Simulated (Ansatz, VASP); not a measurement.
# Two plane-wave programs on K

POSCAR

```
K
1.0
    4.7650716694      0.0000000000      0.0000000000
   -2.3825358347      4.1266731166      0.0000000000
    0.0000000000      0.0000000000     15.5625820360
K
4
Direct
    0.0000000000      0.0000000000      0.0000000000
    0.0000000000      0.0000000000      0.5000000000
    0.3333333333      0.6666666667      0.2500000000
    0.6666666667      0.3333333333      0.7500000000
```

File INCAR.step1:

```
PREC     = Accurate       # precision mode
ENCUT    = 520            # plane-wave cutoff, eV
ISMEAR   = -1             # smearing method
SIGMA    = 0.1            # smearing width, eV
LREAL    = F              # projectors in reciprocal space
LASPH    = T              # aspherical terms in the spheres
NELM     = 80             # most SCF steps
NBANDS   = 26             # bands
GGA      = PE             # functional
ALGO     = Normal         # electronic algorithm
EDIFF    = 1E-4           # SCF threshold, eV
LWAVE    = T              # write WAVECAR
LCHARG   = F              # write CHGCAR
```

File INCAR.step2:

```
PREC     = Accurate       # precision mode
ENCUT    = 520            # plane-wave cutoff, eV
EDIFF    = 1E-7           # SCF threshold, eV
ISMEAR   = -1             # smearing method
SIGMA    = 0.1            # smearing width, eV
LREAL    = F              # projectors in reciprocal space
LASPH    = T              # aspherical terms in the spheres
NELM     = 80             # most SCF steps
ALGO     = Normal         # electronic algorithm
ISIF     = 2              # what is computed and relaxed
LWAVE    = F              # write WAVECAR
LCHARG   = T              # write CHGCAR
METAGGA  = R2SCAN         # meta-GGA
LMIXTAU  = T            
LELF     = T              # ELF
LVHAR    = T            
NBANDS   = 26             # bands
ISTART   = 1
```

Contents of KPOINTS:

```
Automatic mesh
0
Gamma
  9 9 3
```

Input for Ansatz:

```yaml
crystal:
  lattice:
    - [4.7650716694, 0.0, 0.0]
    - [-2.3825358347, 4.1266731166, 0.0]
    - [0.0, 0.0, 15.562582036]
  atoms:
    - { symbol: K, position: [0.0, 0.0, 0.0] }
    - { symbol: K, position: [0.0, 0.0, 0.5] }
    - { symbol: K, position: [0.3333333333, 0.6666666667, 0.25] }
    - { symbol: K, position: [0.6666666667, 0.3333333333, 0.75] }
hamiltonian:
  xc: r2scan
  pseudopotentials:
    kind: paw
    azcp:
      K: "pseudopotentials/K.paw.azcp"
basis:
  ecutwfc: 500
  fft_grid_basis: typed
kpoints:
  mp_grid: { grid: [9, 9, 3], shift: [0, 0, 0] }
magnetization:
  spin_polarized: false
scf:
  occupations: { method: fermi_dirac, width: 0.1 }
  lower_state_search: "off"
output:
  stress: true
```

Alike in both runs: task single point; functional r2SCAN; k mesh 9 × 9 × 3; occupations fermi-dirac, width 0.1 eV; no spin polarisation.

|  | VASP | Ansatz |
| --- | --- | --- |
| version | VASP 6.6.1 | Ansatz 0.2.0 |
| potentials or method | VASP PAW PBE potentials, release 64 (K_sv), cutoff 520 eV | plane waves (500 eV) with PAW, scalar-relativistic |
| valence electrons in the cell | 36 | 36 |

|  | VASP | Ansatz | Ansatz less VASP |
| --- | --- | --- | --- |
| pressure (GPa) | 0.0 | 0.0 | +0.02 |

VASP's potentials were made for PBE, not for r2SCAN. The functional is the same, so the differences come from potentials, cutoffs and numerics.
